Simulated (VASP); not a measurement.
Here is a VASP 6.6.1 calculation.

The input INCAR:

```
ALGO = Normal ; EDIFF = 1E-7
ENCUT = 520 ; GGA = CA
ISIF = 2 ; ISMEAR = 0
LASPH = True ; LCHARG = False
LREAL = False ; LWAVE = False
NBANDS = 10 ; NELM = 80
PREC = Accurate ; SIGMA = 0.05
```

File KPOINTS:

```
k-points
0
Gamma
  8 8 4
```

The input POSCAR:

```
H
1.0
    1.6073185635     -2.6633960242      0.0000000000
    1.6073185635      2.6633960242      0.0000000000
    0.0000000000      0.0000000000      6.6294570510
H
4
Direct
    0.5678085000      0.4321915000      0.9995149500
    0.4321915000      0.5678085000      0.0004850500
    0.4321915000      0.5678085000      0.4995149500
    0.5678085000      0.4321915000      0.5004850500
```

Potentials or basis: VASP PAW LDA potentials, release 64 (H).

Command:

```sh
$ cat potpaw_LDA.64/H/POTCAR > POTCAR
$ mpirun -np 1 vasp_std > vasp.out
```

Problem. What does it give for the pressure?

Solution. 1.7 GPa.

Problem. Estimate the largest force.

Solution. 1.723 eV/Å.

Problem. Predict the band gap on the k mesh.

Solution. 8.12 eV.

Forces on the atoms (eV/Å):
```
H    0.000 -1.723 -0.016
H    0.000  1.723  0.016
H    0.000  1.723 -0.016
H    0.000 -1.723  0.016
```

Caveat: the cell differs from its parent crystal (strain -0.025 along x and y, +0.050 along z); forces of over 1 eV/Å act on the atoms, so gaps and moduli don't describe the material at rest. A k mesh can miss the band edges.
